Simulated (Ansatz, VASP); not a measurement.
# Two plane-wave programs on AlCo

```xyz
2
Lattice="2.9322 0.0000 0.0000 0.0000 2.9322 0.0000 0.0000 0.0000 3.0450" Properties=species:S:1:pos:R:3 pbc="T T T"
Al    0.0000    0.0000    0.0000
Co    1.4661    1.4661    1.5225
```

Change from the starting cell: strain +0.040 along x and y, +0.080 along z, atoms carried along.

Alike in both runs: task single point; functional PBE; k mesh 16 × 16 × 16; occupations gaussian, width 0.15 eV; collinear spin.

|  | VASP | Ansatz |
| --- | --- | --- |
| version | VASP 6.6.1 | Ansatz 0.2.0 |
| potentials or method | VASP PAW PBE potentials, release 64 (Al, Co), cutoff 520 eV | scalar-relativistic, plane waves, PAW |
| valence electrons in the cell | 12 | 20 |

|  | VASP | Ansatz | Ansatz less VASP |
| --- | --- | --- | --- |
| gap on the k mesh at the Fermi level (eV) | none | none | - |
| pressure (GPa) | -16.5 | -16.5 | +0.08 |
| traceless stress, the component that is largest in VASP (GPa) | -1.95 | -1.75 | +0.199 |
| net moment per atom (μB) | 0.00 | 0.05 | +0.054 |
| size of the moment on the site where the two differ most (μB) | 0.00 | 0.13 | +0.133 |

Site moments also hang on the region over which each program counts them. A gap of «none» marks a metal or a gap that the smearing closes. With one functional, cell and mesh, what is left measures potentials, basis and numerics. VASP's potentials hold 12 valence electrons a cell and Ansatz's 20, so a difference there can come from the potentials and not from the codes.
